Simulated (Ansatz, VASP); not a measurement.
CaB6 in VASP and in Ansatz

```xyz
7
Lattice="4.2291 0.0000 0.0000 0.0000 4.2291 0.0000 0.0000 0.0000 4.2291" Properties=species:S:1:pos:R:3 pbc="T T T"
Ca    2.1145    2.1145    2.1145
B     0.0000    0.0000    1.2557
B     0.0000    0.0000    2.9733
B     1.2557    0.0000    0.0000
B     2.9733    0.0000    0.0000
B     0.0000    1.2557    0.0000
B     0.0000    2.9733    0.0000
```

Alike in both runs: functional PBE; k mesh 8 × 8 × 8; occupations gaussian, width 0.01 eV; no spin polarisation.

Ansatz relaxed the structure, and its values are those at the end. VASP's run is a single point on that final structure, the one shown.

```csv
,VASP,Ansatz
version,VASP 6.6.1,Ansatz 0.2.0
potentials or method,"VASP PAW PBE potentials, release 64 (Ca_sv, B), cutoff 520 eV","scalar-relativistic, plane waves, PAW"
valence electrons in the cell,28,28
```

VASP gave:

| Quantity | Value |
| --- | --- |
| gap on the k mesh at the Fermi level (eV) | 0.02 |
| least direct gap on the mesh (eV) | 0.02 |
| pressure (GPa) | -7.7 |
| rms of the force components (eV/Å) | 0.006 |

Estimate Ansatz's values.

gap on the k mesh at the Fermi level (eV): 0.02; least direct gap on the mesh (eV): 0.02; pressure (GPa): -7.8; rms of the force components (eV/Å): 0.001.

Ansatz's warnings: stress scf threshold loose.
